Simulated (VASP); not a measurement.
Wanted: the native input for a VASP 6.6.1 run.

- Task: single point
- Functional: LDA
- Potentials or basis: VASP PAW LDA potentials, release 64 (Si)
- Cutoff: 520 eV
- k mesh: 12 × 12 × 6
- Occupations: gaussian, width 0.02 eV
- Spin: no spin polarisation
- Dipole correction: no
- Further INCAR settings: ALGO = Normal; EDIFF = 1e-06; NBANDS = 16

The structure of Si lies in POSCAR:

```
Si
1.0
    3.8590051116      0.0000000000      0.0000000000
   -1.9295025558      3.3419964599      0.0000000000
    0.0000000000      0.0000000000      6.2325181248
Si
4
Direct
    0.3333333333      0.6666666667      0.0630332922
    0.6666666667      0.3333333333      0.5630332922
    0.3333333333      0.6666666667      0.4369667078
    0.6666666667      0.3333333333      0.9369667078
```

This isn't the form of Si at room conditions, which is diamond.

This cell differs from its parent crystal: biaxial strain in the a-b plane: +1.5 %.

One way to write it, as run:

INCAR

```
SYSTEM = Si
ALGO = Normal
EDIFF = 1E-6
ENCUT = 520
ISIF = 2
ISMEAR = 0
LASPH = .TRUE.
LCHARG = .FALSE.
LREAL = .FALSE.
LWAVE = .FALSE.
NBANDS = 16
NELM = 80
PREC = Accurate
SIGMA = 0.02
```

KPOINTS

```
k-points
0
G
  12 12 6
  0 0 0
```

Potentials or basis: VASP PAW LDA potentials, release 64 (Si).

The run is started by

```sh
$ cat potpaw_LDA.64/Si/POTCAR > POTCAR
$ mpirun -np 1 vasp_std > vasp.out
```

It gave:

The pressure is -1.8 GPa. The largest force is 0.268 eV/Å and the band gap on the k mesh is 0.20 eV (least direct gap 0.68 eV).

Caveat: the cell differs from its parent crystal (biaxial strain in the a-b plane: +1.5 %); the stress differs along the axes, from -4 to 2 GPa.

Wall time 48 s on 1 thread of Intel(R) Xeon(R) Platinum 8488C (Sapphire Rapids) (shared host), peak memory 0.2 GiB.
